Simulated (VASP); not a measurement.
## HfN: single point with LDA

HfN:

```
Hf N
1.0
     0.00000    2.41510    2.41510
     2.41510    0.00000    2.41510
     2.41510    2.41510    0.00000
Hf N
1 1
Direct
  0.00000 0.00000 0.00000
  0.25000 0.25000 0.25000
```

- Program: VASP 6.6.1
- Task: single point
- Functional: LDA
- Potentials or basis: VASP PAW LDA potentials, release 64 (Hf_pv, N)
- Cutoff: 600 eV
- k mesh: 10 × 10 × 10
- Occupations: fermi-dirac, width 0.15 eV
- Spin: no spin polarisation

```
Pressure               : -0.2 GPa
Band gap on the k mesh : zero (an odd number of electrons rules out a gap without spin polarisation)
```

Levels at points of the mesh, in eV from the Fermi level:
| k point | band 4 | band 5 | band 6 | band 7 | band 8 | band 9 | band 10 | band 11 |
| --- | --- | --- | --- | --- | --- | --- | --- | --- |
| (0.00, 0.00, 0.00) | -16.15 | -5.67 | -5.67 | -5.67 | -0.49 | 2.24 | 2.24 | 6.87 |
| (0.50, 0.00, 0.00) | -14.93 | -5.76 | -5.04 | -5.04 | 1.64 | 2.80 | 2.80 | 4.44 |
| (0.50, 0.50, 0.00) | -14.51 | -7.18 | -3.61 | -3.61 | -1.12 | 2.26 | 4.17 | 4.89 |

It took 8.6 s on 1 thread of Intel(R) Xeon(R) 6975P-C (Granite Rapids), with other jobs on the host, peak memory 0.15 GiB.

Caveat: spin-orbit coupling is left out, which moves the levels of the heavy elements.
